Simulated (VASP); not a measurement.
# Fe (P6_3/mmc) in VASP: settings compared

The runs below take Fe through single point, relaxation of cell and atoms, with PBEsol, revPBE.

Everything below comes from runs of VASP 6.6.1. Logs are shortened: lines on timing, memory, paths and dates and some standing lists are left out, and cuts for length are marked.

**1. The cell of the first run**

Symmetry: P6_3/mmc, No. 194, hexagonal system. Conventional cell: a = 2.427 Å, b = 2.427 Å, c = 3.845 Å, α = 90.00°, β = 90.00°, γ = 120.00°. Fe (site symmetry -6m2) has 12 Fe at 2.38 to 2.43 Å within 3.1 Å.

This isn't the form of Fe at room conditions, which is bcc.

**2. Single point, PBEsol, collinear spin, ferromagnetic start**

File INCAR:

```
PREC     = Accurate       # precision mode
ENCUT    = 520            # plane-wave cutoff, eV
EDIFF    = 1E-7           # SCF threshold, eV
ISMEAR   = -1             # smearing method
SIGMA    = 0.05           # smearing width, eV
LREAL    = F              # projectors in reciprocal space
LASPH    = T              # aspherical terms in the spheres
NELM     = 150            # most SCF steps
ALGO     = Normal         # electronic algorithm
ISIF     = 2              # what is computed and relaxed
LWAVE    = F              # write WAVECAR
LCHARG   = F              # write CHGCAR
ISPIN    = 2              # spin polarisation
MAGMOM   = 3 3            # initial moments
LORBIT   = 11             # projections on sites
LMAXMIX  = 4              # l up to which the mixer works
GGA      = PS             # functional
NBANDS   = 19             # bands
```

File KPOINTS:

```
Automatic mesh
0
Gamma
  12 12 7
```

File POSCAR:

```
Fe
1.0
    2.4272492276      0.0000000000      0.0000000000
   -1.2136246138      2.1020594924      0.0000000000
    0.0000000000      0.0000000000      3.8448154680
Fe
2
Direct
    0.6666666667      0.3333333333      0.7500000000
    0.3333333333      0.6666666667      0.2500000000
```

Potentials or basis: VASP PAW PBE potentials, release 64 (Fe).

The run is started by

```bash
$ cat potpaw_PBE.64/Fe/POTCAR > POTCAR
$ mpirun -np 1 vasp_std > vasp.out
```

OUTCAR:

```text
PREC = Accurate
   ENCUT = 520
   EDIFF = 1E-7
   ISMEAR = -1
   LREAL = F
   LASPH = T
   NELM = 150
   ISIF = 2
   ISPIN = 2
   LORBIT = 11
   GGA = PS

 ion  position               nearest neighbor table
   1  0.667  0.333  0.750-   2 2.38   2 2.38   2 2.38   2 2.38   2 2.38   2 2.38
   2  0.333  0.667  0.250-   1 2.38   1 2.38   1 2.38   1 2.38   1 2.38   1 2.38

  LATTYP: Found a hexagonal cell.
 ALAT       =     2.4272492276
 C/A-ratio  =     1.5840217083

  Lattice vectors:

 A1 = (   2.4272492276,   0.0000000000,   0.0000000000)
 A2 = (  -1.2136246138,   2.1020594924,   0.0000000000)
 A3 = (   0.0000000000,   0.0000000000,   3.8448154680)

Analysis of symmetry for initial positions (statically):
=====================================================================
 Subroutine PRICEL returns:
 Original cell was already a primitive cell.

 Routine SETGRP: Setting up the symmetry group for a
 hexagonal supercell.

 Subroutine GETGRP returns: Found 24 space group operations
 (whereof 12 operations were pure point group operations)
 out of a pool of 24 trial point group operations.

The static configuration has the point symmetry D_3d.
 The point group associated with its full space group is D_6h.

Analysis of symmetry for dynamics (positions and initial velocities):
=====================================================================
 Subroutine PRICEL returns:
 Original cell was already a primitive cell.

 Routine SETGRP: Setting up the symmetry group for a
 hexagonal supercell.

 Subroutine GETGRP returns: Found 24 space group operations
 (whereof 12 operations were pure point group operations)
 out of a pool of 24 trial point group operations.

The dynamic configuration has the point symmetry D_3d.
 The point group associated with its full space group is D_6h.

Analysis of structural, dynamic, and magnetic symmetry:
=====================================================================
 Subroutine PRICEL returns:
 Original cell was already a primitive cell.

 Routine SETGRP: Setting up the symmetry group for a
 hexagonal supercell.

 Subroutine GETGRP returns: Found 24 space group operations
 (whereof 12 operations were pure point group operations)
 out of a pool of 24 trial point group operations.

The overall configuration has the point symmetry D_3d.
 The point group associated with its full space group is D_6h.

 Subroutine INISYM returns: Found 24 space group operations
 (whereof 12 operations are pure point group operations),
 and found     1 'primitive' translations

----------------------------------------------------------------------------------------

                                     Primitive cell

  volume of cell :      19.6171

  direct lattice vectors                    reciprocal lattice vectors
     2.427249228  0.000000000  0.000000000     0.411989007  0.237861964  0.000000000
    -1.213624614  2.102059492  0.000000000     0.000000000  0.475723929  0.000000000
     0.000000000  0.000000000  3.844815468     0.000000000  0.000000000  0.260090506

  length of vectors
     2.427249228  2.427249228  3.844815468     0.475723929  0.475723929  0.260090506

  position of ions in fractional coordinates (direct lattice)
     0.666666667  0.333333333  0.750000000
     0.333333333  0.666666667  0.250000000

  ion indices of the primitive-cell ions
   primitive index   ion index
                 1           1
                 2           2

----------------------------------------------------------------------------------------

 KPOINTS: Automatic mesh

Automatic generation of k-mesh.
 Grid dimensions read from file:
 generate k-points for:   12   12    7

 Generating k-lattice:

  Cartesian coordinates                     Fractional coordinates (reciprocal lattice)
     0.034332417  0.019821830  0.000000000     0.083333333  0.000000000  0.000000000
     0.000000000  0.039643661  0.000000000     0.000000000  0.083333333  0.000000000
     0.000000000  0.000000000  0.037155787     0.000000000  0.000000000  0.142857143

  Length of vectors
     0.039643661  0.039643661  0.037155787

  Shift w.r.t. Gamma in fractional coordinates (k-lattice)
     0.000000000  0.000000000  0.000000000

 Subroutine IBZKPT returns following result:
 ===========================================

 Found     76 irreducible k-points:

 Following reciprocal coordinates:
            Coordinates               Weight
  0.000000  0.000000  0.000000      1.000000
  0.083333 -0.000000  0.000000      6.000000
  0.166667  0.000000  0.000000      6.000000
  0.250000 -0.000000  0.000000      6.000000
  0.333333  0.000000  0.000000      6.000000
  0.416667 -0.000000  0.000000      6.000000
[... 16 lines left out ...]
  0.250000 -0.000000  0.142857     12.000000
  0.333333  0.000000  0.142857     12.000000
 [... further k-points ...]
   k-points           NKPTS =     76   k-points in BZ     NKDIM =     76   number of bands    NBANDS=     19
   number of dos      NEDOS =    301   number of ions     NIONS =      2
   total plane-waves  NPLWV =   9720
   dimension x,y,z NGX =    18 NGY =   18 NGZ =   30
   dimension x,y,z NGXF=    36 NGYF=   36 NGZF=   60
   ions per type =               2
   NGX,Y,Z   is equivalent  to a cutoff of  12.33, 12.33, 12.97 a.u.
   NGXF,Y,Z  is equivalent  to a cutoff of  24.66, 24.66, 25.94 a.u.
 SYSTEM =  unknown system
   PREC   = accura    normal or accurate (medium, high low for compatibility)
   ISTART =      0    job   : 0-new  1-cont  2-samecut
   ICHARG =      2    charge: 1-file 2-atom 10-const
   ISPIN  =      2    spin polarized calculation?
   LNONCOLLINEAR =      F non collinear calculations
   LSORBIT =      F    spin-orbit coupling
   LASPH  =      T    aspherical Exc in radial PAW
   ENCUT  =  520.0 eV  38.22 Ry    6.18 a.u.   4.51  4.51  7.15*2*pi/ulx,y,z
   NELM   =    150;   NELMIN=  2; NELMDL= -5     # of ELM steps
   EDIFF  = 0.1E-06   stopping-criterion for ELM
   LREAL  =      F    real-space projection
   EDIFFG = 0.1E-05   stopping-criterion for IOM
   NSW    =      0    number of steps for IOM
   IBRION =     -1    ionic relax: 0-MD 1-quasi-New 2-CG
   NFREE  =      0    steps in history (QN), initial steepest desc. (CG)
   ISIF   =      2    stress and relaxation
   ISYM   =      2    0-nonsym 1-usesym 2-fastsym
   POTIM  = 0.5000    time-step for ionic-motion
   TEBEG  =    0.0;   TEEND  =   0.0 temperature during run
   PSTRESS=    0.0 pullay stress
   NELECT =      16.0000    total number of electrons
   NUPDOWN=      -1.0000    fix difference up-down
   EMIN   =  10.00;   EMAX   =-10.00  energy-range for DOS
   EFERMI =   0.00;   METHOD = LEGACY
   ISMEAR =    -1;   SIGMA  =   0.05  broadening in eV -4-tet -1-fermi 0-gaus
   EFERMI_NEDOS =   21; number of points for ismear=-14 and -15
   IALGO  =     38    algorithm
   IMIX   =      4    mixing-type and parameters
     AMIX     =   0.40;   BMIX     =  1.00
     AMIX_MAG =   1.60;   BMIX_MAG =  1.00
  volume/ion in A,a.u.               =       9.81        66.19
  Fermi-wavevector in a.u.,A,eV,Ry     =   1.529572  2.890472 31.832053  2.339590
  Thomas-Fermi vector in A             =   2.637174
   LORBIT       =     11    0 simple, 1 ext, 2 COOP (PROOUT), +10 PAW based schemes
   GGA     = PS    functional components
   LHFCALC =     F    Hartree Fock is set to
   AEXX    =    0.0000 exact exchange contribution
   IVDW    =     0    specifies the selected vdW correction
   LEPSILON=     F    determine dielectric tensor
   LRPA    =     F    only Hartree local field effects (RPA)
 spin polarized calculation
  energy-cutoff  :      520.00
  volume of cell :       19.62
 maximum number of plane-waves:       542
   NGX =  9   NGY =  9   NGZ = 15

 number of electron      16.0000008 magnetization      -0.0005124

 number of electron      16.0000008 magnetization       0.0001402

 Free energy of the ion-electron system (eV)
  ---------------------------------------------------
  ext. energy  EPLUGINS =         0.00000000
  ---------------------------------------------------
  free energy    TOTEN  =       -17.88388417 eV

  energy without entropy =      -17.86464072  energy(sigma->0) =      -17.87426245

 E-fermi :   7.2109     XC(G=0): -14.1767

 val. band max:        7.2081112130   @ k =   0.3333   0.2500   0.2857
 cond. band min:       7.2348060602   @ k =   0.4167   0.0833   0.4286
 fundamental gap:      0.0266948472
 Fermi energy:         7.2108602936

 spin component 1

 k-point     1 :       0.0000    0.0000    0.0000
  band No.  band energies     occupation
      1      -1.9984      1.00000
      2       1.9929      1.00000
      3       5.4343      1.00000
      4       5.4343      1.00000
      5       5.5574      1.00000
      6       5.9279      1.00000
[... 11 lines left out ...]
     18      34.0534      0.00000
     19      34.9611      0.00000
[... 485 lines left out ...]
 k-point    24 :       0.3333    0.0000    0.1429
  band No.  band energies     occupation
      1       1.4414      1.00000
      2       2.9118      1.00000
      3       3.3968      1.00000
      4       4.3562      1.00000
      5       5.4689      1.00000
      6       5.5027      1.00000
[... 11 lines left out ...]
     18      31.5109      0.00000
     19      33.2231      0.00000

 [... further k-points ...]

 spin component 2

 k-point     1 :       0.0000    0.0000    0.0000
  band No.  band energies     occupation
      1      -1.9984      1.00000
      2       1.9930      1.00000
      3       5.4344      1.00000
      4       5.4344      1.00000
      5       5.5575      1.00000
      6       5.9281      1.00000
[... 11 lines left out ...]
     18      34.0534      0.00000
     19      34.9611      0.00000
[... 485 lines left out ...]
 k-point    24 :       0.3333    0.0000    0.1429
  band No.  band energies     occupation
      1       1.4414      1.00000
      2       2.9119      1.00000
      3       3.3968      1.00000
      4       4.3563      1.00000
      5       5.4690      1.00000
      6       5.5028      1.00000
[... 11 lines left out ...]
     18      31.5109      0.00000
     19      33.2232      0.00000

 [... further k-points ...]
[... 5 lines left out ...]
  --------------------------------------------------------------------------------------
  -------------------------------------------------------------------------------------
  Total       -0.0432069     -0.0432069     -0.0471986      0.0000000     -0.0000000      0.0000000
  in kB       -3.5288110     -3.5288110     -3.8548303      0.0000000     -0.0000000      0.0000000
  external PRESSURE =      -3.6374841 kB  Pullay stress =       0.0000000 kB

 VOLUME and BASIS-vectors are now :
 -----------------------------------------------------------------------------
  energy-cutoff  :      520.00
  volume of cell :       19.62
      direct lattice vectors                 reciprocal lattice vectors
     2.427249228  0.000000000  0.000000000     0.411989007  0.237861964  0.000000000
    -1.213624614  2.102059492  0.000000000     0.000000000  0.475723929  0.000000000
     0.000000000  0.000000000  3.844815468     0.000000000  0.000000000  0.260090506

 POSITION                                       TOTAL-FORCE (eV/Angst)
 -----------------------------------------------------------------------------------
      1.21362      0.70069      2.88361        -0.000000     -0.000000      0.000000
     -0.00000      1.40137      0.96120         0.000000      0.000000      0.000000
 -----------------------------------------------------------------------------------
    total drift:                                0.000000     -0.000000     -0.000000

  FREE ENERGIE OF THE ION-ELECTRON SYSTEM (eV)
  ---------------------------------------------------
  free  energy   TOTEN  =       -17.8838841707 eV

  energy  without entropy=      -17.8646407226  energy(sigma->0) =      -17.87426245

 total charge

# of ion       s       p       d       tot
------------------------------------------
    1        0.558   0.680   6.380   7.618
    2        0.558   0.680   6.380   7.618
--------------------------------------------------
tot          1.116   1.361  12.759  15.236

 magnetization (x)

# of ion       s       p       d       tot
------------------------------------------
    1       -0.000  -0.000   0.000   0.000
    2       -0.000  -0.000   0.000   0.000
--------------------------------------------------
tot         -0.000  -0.000   0.000   0.000
```

It took 49 s on 1 thread of Intel Xeon Platinum 8259CL at 2.50GHz (Skylake/Cascade Lake), shared host; peak memory 0.16 GiB.

Results:

| Property | Result |
| --- | --- |
| Free energy | -17.8839 eV |
| Pressure | -0.4 GPa |
| Band gap on the k mesh | zero (filled and empty bands overlap) |
| Net moment | 0.00 μB per cell |
| Valence electrons inside the program's atomic spheres | Fe 7.62 |

Levels at points of the mesh, in eV from the Fermi level:
Spin up:
```
           k point  band 6  band 7  band 8  band 9  band 10  band 11
(0.00, 0.00, 0.00)   -1.28   -1.28   -0.91   -0.91     0.47     0.74
(0.50, 0.00, 0.00)   -1.64   -1.16    0.85    1.09     1.12     2.79
```
Spin down:
| k point | band 4 | band 5 | band 6 | band 7 | band 8 | band 9 | band 10 | band 11 | band 12 | band 13 |
| --- | --- | --- | --- | --- | --- | --- | --- | --- | --- | --- |
| (0.00, 0.00, 0.00) | -1.78 | -1.65 | -1.28 | -1.28 | -0.91 | -0.91 | 0.47 | 0.74 | 0.74 | 9.09 |
| (0.50, 0.00, 0.00) | -2.17 | -2.09 | -1.64 | -1.16 | 0.85 | 1.09 | 1.12 | 2.79 | 5.01 | 11.56 |

Caveat: the PAW data sets were made with another functional, which shifts forces and pressure a little.

**3. Relaxation of cell and atoms, PBEsol, collinear spin, ferromagnetic start**

This run uses another cell than the first one, of 9.86 Å³/atom.

File INCAR:

```
PREC = Accurate
ENCUT = 600
EDIFF = 1E-6
ISMEAR = -1
SIGMA = 0.05
LREAL = False
LASPH = True
NELM = 150
ALGO = Normal
ISIF = 3
LWAVE = False
LCHARG = False
ISPIN = 2
MAGMOM = 3 3
LORBIT = 11
LMAXMIX = 4
GGA = PS
IBRION = 2
NSW = 80
EDIFFG = -0.02
```

File KPOINTS:

```
regular mesh
0
Gamma
  12 12 7
```

File POSCAR:

```
Fe
1.0
    2.4341575853      0.0000000000      0.0000000000
   -1.2170787927      2.1080423057      0.0000000000
    0.0000000000      0.0000000000      3.8419344700
Fe
2
Direct
    0.6666666667      0.3333333333      0.7500000000
    0.3333333333      0.6666666667      0.2500000000
```

Potentials or basis: VASP PAW PBE potentials, release 64 (Fe).

The run is started by

```bash
$ cat potpaw_PBE.64/Fe/POTCAR > POTCAR
$ mpirun -np 1 vasp_std > vasp.out
```

Wall time 1.7 min (1 thread of Intel Xeon Platinum 8259CL at 2.50GHz (Skylake/Cascade Lake), shared host); peak memory 0.18 GiB.

It converged, with:

- Free energy: -17.8832 eV
- Relaxed volume: 9.80 Å³/atom
- Relaxed cell: a = 2.426 Å, b = 2.426 Å, c = 3.844 Å, α = 90.00°, β = 90.00°, γ = 120.00°
- Space group after relaxing (to 0.1 Å): P6_3/mmc (No. 194)
- Energy gained by relaxing: 0.5 meV/atom
- Ionic steps: 5
- Pressure after relaxing: -0.1 GPa
- Band gap on the k mesh: zero (filled and empty bands overlap)
- Net moment: 0.00 μB per cell
- Valence electrons inside the program's atomic spheres: Fe 7.62

Stress tensor (GPa, compression positive):
```
-0.02  0.00  0.00
 0.00 -0.02  0.00
 0.00  0.00 -0.21
```

The path:
| step | energy change (eV) | largest force (eV/Å) | pressure (GPa) | volume (Å³) |
| --- | --- | --- | --- | --- |
| 1 | 0.0000 | 0.0000 | -1.94 | 19.71 |
| 2 | 0.0014 | 0.0000 | 3.67 | 19.37 |
| 3 | -0.0009 | 0.0000 | 0.18 | 19.58 |
| 4 | -0.0009 | 0.0000 | 0.10 | 19.58 |
| 5 | -0.0010 | 0.0000 | -0.08 | 19.59 |

Final structure:
```
Fe
1.0
     2.42598    0.00000    0.00000
    -1.21299    2.10096    0.00000
     0.00000    0.00000    3.84440
Fe
2
Cartesian
  1.2130 0.7003 2.8833
  0.0000 1.4006 0.9611
```

Levels at points of the mesh, in eV from the Fermi level:
Spin up:
| k point | band 5 | band 6 | band 7 | band 8 | band 9 | band 10 | band 11 | band 12 |
| --- | --- | --- | --- | --- | --- | --- | --- | --- |
| (0.00, 0.00, 0.00) | -1.66 | -1.29 | -1.29 | -0.90 | -0.90 | 0.46 | 0.74 | 0.74 |
| (0.50, 0.00, 0.00) | -2.09 | -1.64 | -1.16 | 0.86 | 1.09 | 1.12 | 2.79 | 5.02 |
Spin down:
```
           k point  band 5  band 6  band 7  band 8  band 9  band 10  band 11  band 12
(0.00, 0.00, 0.00)   -1.66   -1.29   -1.29   -0.90   -0.90     0.46     0.74     0.74
(0.50, 0.00, 0.00)   -2.09   -1.64   -1.16    0.86    1.09     1.12     2.79     5.02
```

Caveat: the PAW data sets were made with another functional, which shifts forces and pressure a little.

**4. Single point, revPBE, collinear spin, ferromagnetic start**

This run uses another cell than the first one, of 9.86 Å³/atom.

File INCAR:

```
  ALGO = Normal
  EDIFF = 1E-6
  ENCUT = 600
  GGA = RE
  GGA_COMPAT = False
  ISIF = 2
  ISMEAR = -1
  ISPIN = 2
  LASPH = True
  LCHARG = False
  LMAXMIX = 4
  LORBIT = 11
  LREAL = False
  LWAVE = False
  MAGMOM = 3 3
  NBANDS = 27
  NELM = 200
  PREC = Accurate
  SIGMA = 0.05
```

File KPOINTS:

```
k-points
0
Gamma
  12 12 7
```

POSCAR is that of step 3.

Potentials or basis: VASP PAW PBE potentials, release 64 (Fe_sv).

The run is started by

```bash
$ cat potpaw_PBE.64/Fe_sv/POTCAR > POTCAR
$ mpirun -np 1 vasp_std > vasp.out
```

Run time: 71 s. Hardware: 1 thread of Intel Xeon Platinum 8488C (Sapphire Rapids), shared host; peak memory 0.19 GiB.

Results (log left out):

| Quantity | Value |
| --- | --- |
| Free energy | -15.6318 eV |
| Pressure | 10.7 GPa |
| Band gap on the k mesh | zero (filled and empty bands overlap) |
| Net moment | 0.00 μB per cell |
| Valence electrons inside the program's atomic spheres | Fe 13.83 |

Stress tensor (GPa, compression positive):
```
 9.88  0.00  0.00
 0.00  9.88  0.00
 0.00  0.00 12.20
```

Levels at points of the mesh, in eV from the Fermi level:
Spin up:
| k point | band 14 | band 15 | band 16 | band 17 | band 18 | band 19 |
| --- | --- | --- | --- | --- | --- | --- |
| (0.00, 0.00, 0.00) | -1.27 | -1.27 | -0.91 | -0.91 | 0.42 | 0.74 |
| (0.50, 0.00, 0.00) | -1.63 | -1.13 | 0.85 | 1.09 | 1.13 | 2.75 |
Spin down:
```tsv
k point	band 14	band 15	band 16	band 17	band 18	band 19
(0.00, 0.00, 0.00)	-1.27	-1.27	-0.91	-0.91	0.42	0.74
(0.50, 0.00, 0.00)	-1.63	-1.14	0.85	1.09	1.13	2.75
```

Caveat: the cell stands under pressure; the PAW data sets were made with another functional, which shifts forces and pressure a little.
